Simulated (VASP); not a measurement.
Write the native input for VASP 6.6.1 that does the following.

| Property | Result |
| --- | --- |
| Task | single point |
| Functional | PBE |
| Potentials or basis | VASP PAW PBE potentials, release 64 (Si, Ag) |
| Cutoff | 520 eV |
| k mesh | 6 × 6 × 4 |
| Occupations | gaussian, width 0.1 eV |
| Spin | no spin polarisation |
| Dipole correction | no |
| Further INCAR settings | ALGO = Normal; EDIFF = 1e-07; NBANDS = 23 |

The structure of SiAg lies in POSCAR:

```
SiAg
1.0
    3.5667741646      0.0000000000      0.0000000000
    0.0000000000      3.5667741646      0.0000000000
    0.0000000000      0.0000000000      5.2929129412
Si Ag
2 2
Direct
    0.5000000000      0.0000000000      0.8963667723
    0.0000000000      0.5000000000      0.1036332277
    0.5000000000      0.0000000000      0.3786759850
    0.0000000000      0.5000000000      0.6213240150
```

The input as run:

INCAR

```
SYSTEM = SiAg
PREC = Accurate ; ENCUT = 520
EDIFF = 1E-7 ; ISMEAR = 0
SIGMA = 0.1 ; LREAL = .FALSE.
LASPH = .TRUE. ; NELM = 80
ALGO = Normal ; ISIF = 2
LWAVE = .FALSE. ; LCHARG = .FALSE.
GGA = PE ; NBANDS = 23
```

KPOINTS

```
regular mesh
0
G
  6 6 4
  0 0 0
```

Potentials or basis: VASP PAW PBE potentials, release 64 (Si, Ag).

Launch:

```sh
$ cat potpaw_PBE.64/Si/POTCAR potpaw_PBE.64/Ag/POTCAR > POTCAR
$ mpirun -np 1 vasp_std > vasp.out
```

Results of the run:

| Property | Result |
| --- | --- |
| Pressure | -0.1 GPa |
| Largest force | 0.045 eV/Å |
| Band gap on the k mesh | zero (band 15 reaches 10.75 eV, above the bottom of band 16 at 6.84 eV) |

It took 42 s on 1 thread of Oxide Virtual Turin-like Processor, with other jobs on the host, peak memory 0.16 GiB.
